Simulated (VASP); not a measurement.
Set up this calculation in VASP 6.6.1, as the native input.

```yaml
Task: single point
Functional: PBE
Potentials_or_basis: VASP PAW PBE potentials, release 64 (Be)
Cutoff: 520 eV
k_mesh: 30 × 30 × 30
Occupations: gaussian, width 0.1 eV
Spin: no spin polarisation
Dipole_correction: no
Further_INCAR_settings: ALGO = Fast; EDIFF = 1e-07; NBANDS = 7
```

The structure of Be lies in POSCAR:

```
Be
1.0
    0.0000000000      1.6095421353      1.6095421353
    1.6095421353      0.0000000000      1.6095421353
    1.6095421353      1.6095421353      0.0000000000
Be
1
Direct
    0.0000000000      0.0000000000      0.0000000000
```

This cell differs from its parent crystal: volume scaled by 1.06.

One way to write it, as run:

INCAR

```
SYSTEM = Be
ALGO = Fast ; EDIFF = 1E-7
ENCUT = 520 ; GGA = PE
ISIF = 2 ; ISMEAR = 0
LASPH = .True. ; LCHARG = .False.
LREAL = .False. ; LWAVE = .False.
NBANDS = 7 ; NELM = 80
PREC = Accurate ; SIGMA = 0.1
```

KPOINTS

```
k-points
0
Gamma
  30 30 30
  0 0 0
```

Potentials or basis: VASP PAW PBE potentials, release 64 (Be).

The run is started by

```bash
$ cat potpaw_PBE.64/Be/POTCAR > POTCAR
$ mpirun -np 1 vasp_std > vasp.out
```

It gave:

* Pressure: -6.1 GPa
* Band gap on the k mesh: zero (band 1 reaches 7.70 eV, above the bottom of band 2 at 6.93 eV)

Run time: 36 s on 1 thread of AMD EPYC 9R45 (Zen 5), with other jobs on the host, peak memory 0.11 GiB.
